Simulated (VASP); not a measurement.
# B3P2 (Fmmm) in VASP: a series of runs

Runs on B3P2. Level: PBE. Tasks: single point, relaxation of cell and atoms.

All numbers are computed with VASP 6.6.1; they aren't measurements. Logs are shortened: lines on timing, memory, paths and dates and some standing lists are left out, and cuts for length are marked.

**1. The cell of the first run**

The structure is orthorhombic, space group Fmmm (No. 69). Conventional cell: a = 5.757 Å, b = 6.545 Å, c = 10.457 Å, α = 90.00°, β = 90.00°, γ = 90.00°. Within 2.4 Å of B (site symmetry m) lie 2 B at 1.74 to 1.77 Å and 4 P at 2.08 to 2.38 Å. Within 2.4 Å of B (site symmetry mm2) lie 2 B at 1.74 Å and 4 P at 2.33 Å. Within 2.8 Å of P (site symmetry m2m) lie 10 B at 2.08 to 2.70 Å and 1 P at 2.52 Å. Within 3.1 Å of P (site symmetry 222) lie 8 B at 2.33 to 2.38 Å and 6 P at 2.88 to 3.01 Å.

**2. Single point, PBE**

File INCAR:

```
ALGO = Normal ; EDIFF = 1E-6
ENCUT = 520 ; GGA = PE
ISIF = 2 ; ISMEAR = 0
LASPH = T ; LCHARG = F
LREAL = F ; LWAVE = F
NBANDS = 30 ; NELM = 80
PREC = Accurate ; SIGMA = 0.1
```

File KPOINTS:

```
k-points
0
Gamma
  4 4 4
```

File POSCAR:

```
B3P2
1.0
    0.0000000000      3.2724333298      5.2287455256
    2.8784291832      0.0000000000      5.2287455256
    2.8784291832      3.2724333298      0.0000000000
B P
6 4
Direct
    0.6585147651      0.1724837826      0.3414852349
    0.8275162174      0.3414852349      0.1724837826
    0.3414852349      0.8275162174      0.6585147651
    0.1724837826      0.6585147651      0.8275162174
    0.8278003264      0.8278003264      0.1721996736
    0.1721996736      0.1721996736      0.8278003264
    0.6923552694      0.3076447306      0.6923552694
    0.3076447306      0.6923552694      0.3076447306
    0.2500000000      0.2500000000      0.2500000000
    0.7500000000      0.7500000000      0.7500000000
```

Potentials or basis: VASP PAW PBE potentials, release 64 (B, P).

Run with:

```bash
$ cat potpaw_PBE.64/B/POTCAR potpaw_PBE.64/P/POTCAR > POTCAR
$ mpirun -np 1 vasp_std > vasp.out
```

OUTCAR:

```text
EDIFF = 1E-6
   ENCUT = 520
   GGA = PE
   ISIF = 2
   ISMEAR = 0
   LASPH = T
   LREAL = F
   NELM = 80
   PREC = Accurate

 ion  position               nearest neighbor table
   1  0.659  0.172  0.341-   5 1.74   2 1.77   8 2.08   7 2.08   9 2.38  10 2.38
   2  0.828  0.341  0.172-   6 1.74   1 1.77   7 2.08   8 2.08  10 2.38   9 2.38
   3  0.341  0.828  0.659-   6 1.74   4 1.77   8 2.08   7 2.08  10 2.38   9 2.38
   4  0.172  0.659  0.828-   5 1.74   3 1.77   7 2.08   8 2.08  10 2.38   9 2.38
   5  0.828  0.828  0.172-   1 1.74   4 1.74  10 2.33  10 2.33   9 2.33   9 2.33
   6  0.172  0.172  0.828-   2 1.74   3 1.74   9 2.33   9 2.33  10 2.33  10 2.33
   7  0.692  0.308  0.692-   3 2.08   1 2.08   2 2.08   4 2.08   8 2.52
   8  0.308  0.692  0.308-   2 2.08   4 2.08   3 2.08   1 2.08   7 2.52
   9  0.250  0.250  0.250-   6 2.33   6 2.33   5 2.33   5 2.33   2 2.38   3 2.38   4 2.38   1 2.38
                            10 2.88  10 2.88
  10  0.750  0.750  0.750-   5 2.33   5 2.33   6 2.33   6 2.33   1 2.38   2 2.38   3 2.38   4 2.38
                             9 2.88   9 2.88

  LATTYP: Found a face centered orthorhombic cell.
 ALAT       =     5.7568583664
 B/A-ratio  =     1.1368816537
 C/A-ratio  =     1.8165274158

  Lattice vectors:

 A1 = (   0.0000000000,   3.2724333298,   5.2287455256)
 A2 = (   2.8784291832,   0.0000000000,   5.2287455256)
 A3 = (   2.8784291832,   3.2724333298,   0.0000000000)

Analysis of symmetry for initial positions (statically):
=====================================================================
 Subroutine PRICEL returns:
 Original cell was already a primitive cell.

 Routine SETGRP: Setting up the symmetry group for a
 face centered orthorhombic supercell.

 Subroutine GETGRP returns: Found  8 space group operations
 (whereof  8 operations were pure point group operations)
 out of a pool of  8 trial point group operations.

The static configuration has the point symmetry D_2h.

Analysis of symmetry for dynamics (positions and initial velocities):
=====================================================================
 Subroutine PRICEL returns:
 Original cell was already a primitive cell.

 Routine SETGRP: Setting up the symmetry group for a
 face centered orthorhombic supercell.

 Subroutine GETGRP returns: Found  8 space group operations
 (whereof  8 operations were pure point group operations)
 out of a pool of  8 trial point group operations.

[... 117 lines left out ...]
   POTIM  = 0.5000    time-step for ionic-motion
   TEBEG  =    0.0;   TEEND  =   0.0 temperature during run
   PSTRESS=    0.0 pullay stress
   NELECT =      38.0000    total number of electrons
   NUPDOWN=      -1.0000    fix difference up-down
   EMIN   =  10.00;   EMAX   =-10.00  energy-range for DOS
   EFERMI =   0.00;   METHOD = LEGACY
   ISMEAR =     0;   SIGMA  =   0.10  broadening in eV -4-tet -1-fermi 0-gaus
   EFERMI_NEDOS =   21; number of points for ismear=-14 and -15
   IALGO  =     38    algorithm
   IMIX   =      4    mixing-type and parameters
     AMIX     =   0.40;   BMIX     =  1.00
     AMIX_MAG =   1.60;   BMIX_MAG =  1.00
  volume/ion in A,a.u.               =       9.85        66.47
  Fermi-wavevector in a.u.,A,eV,Ry     =   1.191749  2.252079 19.323883  1.420265
  Thomas-Fermi vector in A             =   2.327803
   LORBIT       =      0    0 simple, 1 ext, 2 COOP (PROOUT), +10 PAW based schemes
   GGA     = PE    functional components
   LHFCALC =     F    Hartree Fock is set to
   AEXX    =    0.0000 exact exchange contribution
   IVDW    =     0    specifies the selected vdW correction
   LEPSILON=     F    determine dielectric tensor
   LRPA    =     F    only Hartree local field effects (RPA)
 non-spin polarized calculation
 Gauss-broadening in eV      SIGMA  =   0.10
  energy-cutoff  :      520.00
  volume of cell :       98.50
 maximum number of plane-waves:      2690
 NGX is ok and might be reduce to    48
   NGX = 23   NGY = 23   NGZ = 17

 number of electron      38.0000000 magnetization

 Free energy of the ion-electron system (eV)
  ---------------------------------------------------
  ext. energy  EPLUGINS =         0.00000000
  ---------------------------------------------------
  free energy    TOTEN  =       -52.10433250 eV

  energy without entropy =      -52.09890674  energy(sigma->0) =      -52.10161962

 E-fermi :   8.9741     XC(G=0): -11.7799

 val. band max:        8.8664913089   @ k =   0.5000  -0.2500   0.2500
 cond. band min:       9.1413470940   @ k =  -0.2500   0.2500   0.2500
 fundamental gap:      0.2748557852
 Fermi energy:         8.9740720984

 k-point     1 :       0.0000    0.0000    0.0000
  band No.  band energies     occupation
      1      -8.0324      2.00000
      2      -4.4883      2.00000
      3      -1.8015      2.00000
      4      -0.6789      2.00000
      5      -0.6383      2.00000
      6      -0.3361      2.00000
[... 583 lines left out ...]
     29      13.6657      0.00000
     30      13.7459      0.00000

------------------------ aborting loop because EDIFF is reached ----------------------------------------

  FORCE on cell =-STRESS in cart. coord.  units (eV):
  Direction    XX          YY          ZZ          XY          YZ          ZX
  --------------------------------------------------------------------------------------
  -------------------------------------------------------------------------------------
  Total       -0.1433284     -0.3675268     -0.1223611      0.0000000      0.0000000      0.0000000
  in kB       -2.3312509     -5.9778603     -1.9902156      0.0000000      0.0000000      0.0000000
  external PRESSURE =      -3.4331089 kB  Pullay stress =       0.0000000 kB

 VOLUME and BASIS-vectors are now :
 -----------------------------------------------------------------------------
  energy-cutoff  :      520.00
  volume of cell :       98.50
      direct lattice vectors                 reciprocal lattice vectors
     0.000000000  3.272433330  5.228745526    -0.173705854  0.152791501  0.095625231
     2.878429183  0.000000000  5.228745526     0.173705854 -0.152791501  0.095625231
     2.878429183  3.272433330  0.000000000     0.173705854  0.152791501 -0.095625231

 POSITION                                       TOTAL-FORCE (eV/Angst)
 -----------------------------------------------------------------------------------
      1.47942      3.27243      4.34508         0.024667      0.000000     -0.005340
      1.47942      3.27243      6.11241         0.024667      0.000000      0.005340
      4.27743      3.27243      6.11241        -0.024667      0.000000      0.005340
      4.27743      3.27243      4.34508        -0.024667      0.000000     -0.005340
      2.87843      3.27243      8.65671         0.000000      0.000000     -0.028054
      2.87843      3.27243      1.80078         0.000000      0.000000      0.028054
      2.87843      4.53137      5.22875         0.000000     -0.063961      0.000000
      2.87843      2.01349      5.22875         0.000000      0.063961      0.000000
      1.43921      1.63622      2.61437         0.000000     -0.000000      0.000000
      4.31764      4.90865      7.84312        -0.000000      0.000000     -0.000000
 -----------------------------------------------------------------------------------
    total drift:                                0.000000     -0.000000      0.000000

  FREE ENERGIE OF THE ION-ELECTRON SYSTEM (eV)
  ---------------------------------------------------
  free  energy   TOTEN  =       -52.1043325042 eV

  energy  without entropy=      -52.0989067427  energy(sigma->0) =      -52.10161962
```

Run time: 58 s. Hardware: 1 thread of Intel Xeon 8259CL, shared host; peak memory 0.26 GiB.

Results:

```yaml
Free_energy: -52.1043 eV
Pressure: -0.3 GPa
Largest_force: 0.064 eV/Å
Band_gap_on_the_k_mesh: zero (bands 19 and 20 overlap by 2.57 eV)
```

Forces in eV/Å, atoms in the order of the input:
```
B    0.025  0.000 -0.005
B    0.025  0.000  0.005
B   -0.025  0.000  0.005
B   -0.025  0.000 -0.005
B    0.000  0.000 -0.028
B    0.000  0.000  0.028
P    0.000 -0.064  0.000
P    0.000  0.064  0.000
P    0.000  0.000  0.000
P    0.000  0.000  0.000
```

Levels at points of the mesh, in eV from the Fermi level:
| k point | band 15 | band 16 | band 17 | band 18 | band 19 | band 20 | band 21 | band 22 | band 23 | band 24 |
| --- | --- | --- | --- | --- | --- | --- | --- | --- | --- | --- |
| (0.00, 0.00, 0.00) | -0.99 | -0.96 | -0.74 | -0.73 | -0.36 | 0.29 | 1.28 | 1.64 | 1.66 | 1.95 |
| (0.50, 0.00, 0.00) | -2.50 | -2.12 | -1.48 | -1.25 | -0.67 | 0.53 | 0.88 | 1.09 | 2.67 | 3.18 |
| (0.50, 0.50, 0.00) | -4.10 | -3.83 | -3.31 | -2.61 | -2.23 | -1.62 | -0.50 | -0.38 | 1.61 | 3.02 |
| (0.50, 0.00, 0.50) | -1.13 | -0.96 | -0.56 | 0.58 | 0.95 | 1.06 | 1.68 | 2.00 | 2.19 | 2.24 |
| (0.00, 0.50, 0.50) | -2.42 | -1.57 | -0.35 | 0.38 | 0.48 | 1.01 | 1.43 | 2.25 | 2.47 | 2.51 |

Caveat: the k points lie up to 0.39 Å⁻¹ apart, too coarse for converged energies and pressures of a metal.

(Part 1 of 2 ends here.)

The gap in the log of VASP goes by the Fermi energy; the results here count the filled bands.